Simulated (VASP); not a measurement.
# Ge (Fd-3m) in VASP: further runs, part 3 of 3

VASP 6.6.1. The steps go on from the part before.

### Step 5. Relaxation of cell and atoms, PBE, target pressure 10 GPa, at which the enthalpy is minimised

File INCAR:

```
  PREC = Accurate
  ENCUT = 600
  EDIFF = 1E-7
  ISMEAR = -1
  SIGMA = 0.1
  LREAL = F
  LASPH = T
  NELM = 80
  ALGO = Normal
  ISIF = 3
  LWAVE = F
  LCHARG = F
  GGA = PE
  IBRION = 2
  NSW = 80
  EDIFFG = -0.02
  PSTRESS = 100.0
```

File KPOINTS:

```
regular mesh
0
Gamma
  6 6 6
```

File POSCAR:

```
Ge
1.0
    4.0006830000      0.0000000000      0.0000000000
    2.0003415000      3.4646931105      0.0000000000
    2.0003415000      1.1548977035      3.2665439909
Ge
2
Direct
    0.0000000000      0.0000000000      0.0000000000
    0.2500000000      0.2500000000      0.2500000000
```

Potentials or basis: VASP PAW PBE potentials, release 64 (Ge_d).

The run is started by

```sh
> cat potpaw_PBE.64/Ge_d/POTCAR > POTCAR
> mpirun -np 1 vasp_std > vasp.out
```

OUTCAR:

```text
PREC = Accurate
   ENCUT = 600
   EDIFF = 1E-7
   ISMEAR = -1
   LREAL = F
   LASPH = T
   NELM = 80
   ISIF = 3
   GGA = PE
   IBRION = 2
   NSW = 80
   EDIFFG = -0.02
   PSTRESS = 100.0

 ion  position               nearest neighbor table
   1  0.000  0.000  0.000-   2 2.45   2 2.45   2 2.45   2 2.45
   2  0.250  0.250  0.250-   1 2.45   1 2.45   1 2.45   1 2.45

  LATTYP: Found a face centered cubic cell.
 ALAT       =     5.6578201574

  Lattice vectors:

 A1 = (   4.0006830000,   0.0000000000,   0.0000000000)
 A2 = (   2.0003415000,   3.4646931105,   0.0000000000)
 A3 = (   2.0003415000,   1.1548977035,   3.2665439909)

Analysis of symmetry for initial positions (statically):
=====================================================================
 Subroutine PRICEL returns:
 Original cell was already a primitive cell.

 Routine SETGRP: Setting up the symmetry group for a
 face centered cubic supercell.

 Subroutine GETGRP returns: Found 48 space group operations
 (whereof 24 operations were pure point group operations)
 out of a pool of 48 trial point group operations.

The static configuration has the point symmetry T_d .
 The point group associated with its full space group is O_h .

Analysis of symmetry for dynamics (positions and initial velocities):
=====================================================================
 Subroutine PRICEL returns:
 Original cell was already a primitive cell.

 Routine SETGRP: Setting up the symmetry group for a
 face centered cubic supercell.

 Subroutine GETGRP returns: Found 48 space group operations
 (whereof 24 operations were pure point group operations)
 out of a pool of 48 trial point group operations.

The dynamic configuration has the point symmetry T_d .
 The point group associated with its full space group is O_h .

 Subroutine INISYM returns: Found 48 space group operations
 (whereof 24 operations are pure point group operations),
 and found     1 'primitive' translations

----------------------------------------------------------------------------------------

                                     Primitive cell

  volume of cell :      45.2780

  direct lattice vectors                    reciprocal lattice vectors
     4.000683000  0.000000000  0.000000000     0.249957320 -0.144312926 -0.102044648
     2.000341500  3.464693110  0.000000000     0.000000000  0.288625852 -0.102044648
     2.000341500  1.154897704  3.266543991     0.000000000  0.000000000  0.306133945

  length of vectors
     4.000683000  4.000683000  4.000683000     0.306133945  0.306133945  0.306133945

  position of ions in fractional coordinates (direct lattice)
     0.000000000  0.000000000  0.000000000
     0.250000000  0.250000000  0.250000000

  ion indices of the primitive-cell ions
   primitive index   ion index
                 1           1
                 2           2

----------------------------------------------------------------------------------------

 KPOINTS: regular mesh

Automatic generation of k-mesh.
 Grid dimensions read from file:
 generate k-points for:    6    6    6

 Generating k-lattice:

  Cartesian coordinates                     Fractional coordinates (reciprocal lattice)
     0.041659553 -0.024052154 -0.017007441     0.166666667  0.000000000  0.000000000
     0.000000000  0.048104309 -0.017007441     0.000000000  0.166666667  0.000000000
     0.000000000  0.000000000  0.051022324     0.000000000  0.000000000  0.166666667

  Length of vectors
     0.051022324  0.051022324  0.051022324

  Shift w.r.t. Gamma in fractional coordinates (k-lattice)
     0.000000000  0.000000000  0.000000000

 Subroutine IBZKPT returns following result:
 ===========================================

 Found     16 irreducible k-points:

 Following reciprocal coordinates:
            Coordinates               Weight
  0.000000  0.000000  0.000000      1.000000
  0.166667  0.000000  0.000000      8.000000
  0.333333  0.000000  0.000000      8.000000
  0.500000  0.000000  0.000000      4.000000
  0.166667  0.166667  0.000000      6.000000
  0.333333  0.166667  0.000000     24.000000
[... 8 lines left out ...]
 -0.333333  0.333333  0.166667     24.000000
 -0.333333  0.500000  0.166667     12.000000
   k-points           NKPTS =     16   k-points in BZ     NKDIM =     16   number of bands    NBANDS=     18
   number of dos      NEDOS =    301   number of ions     NIONS =      2
   total plane-waves  NPLWV =  32768
   dimension x,y,z NGX =    32 NGY =   32 NGZ =   32
   dimension x,y,z NGXF=    64 NGYF=   64 NGZF=   64
   ions per type =               2
   NGX,Y,Z   is equivalent  to a cutoff of  13.30, 13.30, 13.30 a.u.
   NGXF,Y,Z  is equivalent  to a cutoff of  26.59, 26.59, 26.59 a.u.
 SYSTEM =  unknown system
   PREC   = accura    normal or accurate (medium, high low for compatibility)
   ISTART =      0    job   : 0-new  1-cont  2-samecut
   ICHARG =      2    charge: 1-file 2-atom 10-const
   ISPIN  =      1    spin polarized calculation?
   LNONCOLLINEAR =      F non collinear calculations
   LSORBIT =      F    spin-orbit coupling
   LASPH  =      T    aspherical Exc in radial PAW
   ENCUT  =  600.0 eV  44.10 Ry    6.64 a.u.   7.99  7.99  7.99*2*pi/ulx,y,z
   NELM   =     80;   NELMIN=  2; NELMDL= -5     # of ELM steps
   EDIFF  = 0.1E-06   stopping-criterion for ELM
   LREAL  =      F    real-space projection
   EDIFFG = -.2E-01   stopping-criterion for IOM
   NSW    =     80    number of steps for IOM
   IBRION =      2    ionic relax: 0-MD 1-quasi-New 2-CG
   NFREE  =      1    steps in history (QN), initial steepest desc. (CG)
   ISIF   =      3    stress and relaxation
   ISYM   =      2    0-nonsym 1-usesym 2-fastsym
   POTIM  = 0.5000    time-step for ionic-motion
   TEBEG  =    0.0;   TEEND  =   0.0 temperature during run
   PSTRESS=  100.0 pullay stress
   NELECT =      28.0000    total number of electrons
   NUPDOWN=      -1.0000    fix difference up-down
   EMIN   =  10.00;   EMAX   =-10.00  energy-range for DOS
   EFERMI =   0.00;   METHOD = LEGACY
   ISMEAR =    -1;   SIGMA  =   0.10  broadening in eV -4-tet -1-fermi 0-gaus
   EFERMI_NEDOS =   21; number of points for ismear=-14 and -15
   IALGO  =     38    algorithm
   IMIX   =      4    mixing-type and parameters
     AMIX     =   0.40;   BMIX     =  1.00
     AMIX_MAG =   1.60;   BMIX_MAG =  1.00
  volume/ion in A,a.u.               =      22.64       152.78
  Fermi-wavevector in a.u.,A,eV,Ry     =   1.394756  2.635707 26.468032  1.945345
  Thomas-Fermi vector in A             =   2.518275
   LORBIT       =      0    0 simple, 1 ext, 2 COOP (PROOUT), +10 PAW based schemes
   GGA     = PE    functional components
   LHFCALC =     F    Hartree Fock is set to
   AEXX    =    0.0000 exact exchange contribution
   IVDW    =     0    specifies the selected vdW correction
   LEPSILON=     F    determine dielectric tensor
   LRPA    =     F    only Hartree local field effects (RPA)
 conjugate gradient relaxation of ions
 non-spin polarized calculation
  energy-cutoff  :      600.00
  volume of cell :       45.28
 maximum number of plane-waves:      1527
   NGX = 15   NGY = 15   NGZ = 15

--------------------------------------- Ionic step        1  -------------------------------------------

 number of electron      28.0000013 magnetization

 Free energy of the ion-electron system (eV)
  ---------------------------------------------------
  ext. energy  EPLUGINS =         0.00000000
  ---------------------------------------------------
  free energy    TOTEN  =        -8.96799092 eV

  energy without entropy =       -8.96239764  energy(sigma->0) =       -8.96519428

 E-fermi :   5.0283     XC(G=0):  -9.9187

 val. band max:        5.0001443458   @ k =   0.0000   0.0000   0.0000
 cond. band min:       5.0356172683   @ k =   0.0000   0.0000   0.0000
 fundamental gap:      0.0354729224
 Fermi energy:         5.0282670654

 k-point     1 :       0.0000    0.0000    0.0000
  band No.  band energies     occupation
      1     -19.8120      2.00000
      2     -19.8119      2.00000
      3     -19.8119      2.00000
      4     -19.7759      2.00000
      5     -19.7759      2.00000
      6     -19.5653      2.00000
[... 10 lines left out ...]
     17       7.5517      0.00000
     18       7.5517      0.00000
[... 380 lines left out ...]
  FREE ENERGIE OF THE ION-ELECTRON SYSTEM (eV)
  ---------------------------------------------------
  free  energy   TOTEN  =        -8.6305348962 eV

  energy  without entropy=       -8.6272459927  energy(sigma->0) =       -8.62889044

  enthalpy is  TOTEN    =        -6.1564855019 eV   P V=        2.4740493944

--------------------------------------- Ionic step        3  -------------------------------------------

 number of electron      27.9999990 magnetization

 Free energy of the ion-electron system (eV)
  ---------------------------------------------------
  ext. energy  EPLUGINS =         0.00000000
  ---------------------------------------------------
  free energy    TOTEN  =        -8.83932339 eV

  energy without entropy =       -8.83586053  energy(sigma->0) =       -8.83759196

 E-fermi :   5.8883     XC(G=0): -10.2642

 val. band max:        5.7280586650   @ k =   0.0000   0.0000   0.0000
 cond. band min:       6.1409114663   @ k =   0.5000   0.0000   0.0000
 fundamental gap:      0.4128528013
 Fermi energy:         5.8883448464

 k-point     1 :       0.0000    0.0000    0.0000
  band No.  band energies     occupation
      1     -19.2037      2.00000
      2     -19.2037      2.00000
      3     -19.2037      2.00000
      4     -19.1618      2.00000
      5     -19.1618      2.00000
      6     -18.9091      2.00000
[... 10 lines left out ...]
     17       8.3045      0.00000
     18       8.3045      0.00000
[... 335 lines left out ...]
 POSITION                                       TOTAL-FORCE (eV/Angst)
 -----------------------------------------------------------------------------------
      0.00000      0.00000      0.00000        -0.000000     -0.000000     -0.000000
      1.95309      1.12762      0.79735         0.000000      0.000000      0.000000
 -----------------------------------------------------------------------------------
    total drift:                                0.000000     -0.000000     -0.000000

  FREE ENERGIE OF THE ION-ELECTRON SYSTEM (eV)
  ---------------------------------------------------
  free  energy   TOTEN  =        -8.8393233865 eV

  energy  without entropy=       -8.8358605303  energy(sigma->0) =       -8.83759196

  enthalpy is  TOTEN    =        -6.2088543253 eV   P V=        2.6304690612

 reached required accuracy - stopping structural energy minimisation
```

OSZICAR:

```text
N       E                     dE             d eps       ncg     rms          rms(c)
DAV:   1     0.169807387253E+03    0.16981E+03   -0.16992E+04   592   0.459E+03
DAV:   2     0.129825964413E+02   -0.15682E+03   -0.15451E+03   576   0.584E+02
DAV:   3    -0.836883509109E+01   -0.21351E+02   -0.21153E+02   630   0.154E+02
[... 29 lines left out ...]
DAV:   6    -0.883932191591E+01    0.40725E-04   -0.36926E-04   724   0.412E-01    0.403E-03
DAV:   7    -0.883932293885E+01   -0.10229E-05   -0.22710E-05   816   0.769E-02    0.430E-03
DAV:   8    -0.883932357276E+01   -0.63391E-06   -0.42222E-06   712   0.438E-02    0.562E-04
DAV:   9    -0.883932338841E+01    0.18434E-06   -0.19042E-07   348   0.101E-02    0.187E-04
DAV:  10    -0.883932338650E+01    0.19127E-08   -0.19553E-08   288   0.182E-03
   3 F= -.62088543E+01 E0= -.62071229E+01  d E =-.668939E-01
```

CONTCAR:

```text
Ge
   1.00000000000000
     3.9061860626610865    0.0000000000000000    0.0000000000000000
     1.9530930313305432    3.3828563621847128    0.0000000000000000
     1.9530930313305432    1.1276187873949044    3.1893875646547176
  Ge
     2
Direct
     0.0000000000000000    0.0000000000000000    0.0000000000000000
     0.2500000000000000    0.2500000000000000    0.2500000000000000

  0.00000000E+00  0.00000000E+00  0.00000000E+00
  0.00000000E+00  0.00000000E+00  0.00000000E+00
```

Wall time 75 s (1 thread of AMD EPYC, shared host); peak memory 0.15 GiB.

What came out:

| Item | Value |
| --- | --- |
| Free energy | -8.8393 eV |
| Relaxed volume | 21.07 Å³/atom |
| Relaxed cell | a = 3.906 Å, b = 3.906 Å, c = 3.906 Å, α = 60.00°, β = 60.00°, γ = 60.00° |
| Space group after relaxing (to 0.05 Å) | Fd-3m (No. 227) |
| Energy change on relaxing (the enthalpy is what falls) | +64.3 meV/atom |
| Ionic steps | 3 |
| Pressure after relaxing | 9.9 GPa |
| Band gap on the k mesh | 0.41 eV, indirect (least direct gap 0.71 eV) |

Step by step:
```csv
step,energy change (eV),largest force (eV/Å),pressure (GPa),volume (Å³)
1,0.0000,0.0000,3.64,45.28
2,0.3375,0.0000,17.15,39.64
3,0.1287,0.0000,9.92,42.14
```

Final structure:
```cif
data_structure
_symmetry_space_group_name_H-M 'P 1'
_symmetry_Int_Tables_number 1
_cell_length_a 3.9062
_cell_length_b 3.9062
_cell_length_c 3.9062
_cell_angle_alpha 60.000
_cell_angle_beta 60.000
_cell_angle_gamma 60.000
_cell_volume 42.14
loop_
_atom_site_label
_atom_site_type_symbol
_atom_site_fract_x
_atom_site_fract_y
_atom_site_fract_z
_atom_site_occupancy
Ge1 Ge 0.00000 0.00000 0.00000 1
Ge2 Ge 0.25000 0.25000 0.25000 1
```

Levels at points of the mesh, in eV from the valence-band top:
```tsv
k point	band 12	band 13	band 14	band 15	band 16	band 17
(0.00, 0.00, 0.00)	0.00	0.00	0.00	0.71	2.58	2.58
(0.50, 0.00, 0.00)	-7.96	-1.52	-1.52	0.41	3.77	3.77
(0.50, 0.50, 0.00)	-9.17	-3.34	-3.34	0.65	0.65	10.12
```

Caveat: the cell is relaxed towards a set pressure, so the enthalpy falls and the energy may rise.

### Step 6. Summary

```tsv
cell	gap on the mesh (eV)	pressure (GPa)
relaxed	none	0.0
relaxed to 2 GPa	none	2.0
relaxed to 5 GPa	0.19	5.1
relaxed to 10 GPa	0.41	9.9
```

Alike in all rows: task relaxation of cell and atoms; level PBE; potentials or basis VASP PAW PBE potentials, release 64 (Ge_d); no spin polarisation; k mesh 6 × 6 × 6; cutoff (eV) 600; smearing fermi-dirac 0.1 eV.

Caveats: the cell is relaxed towards a set pressure, so the enthalpy falls and the energy may rise (some runs).

Absolute energies hang on the potentials; compare differences alone.
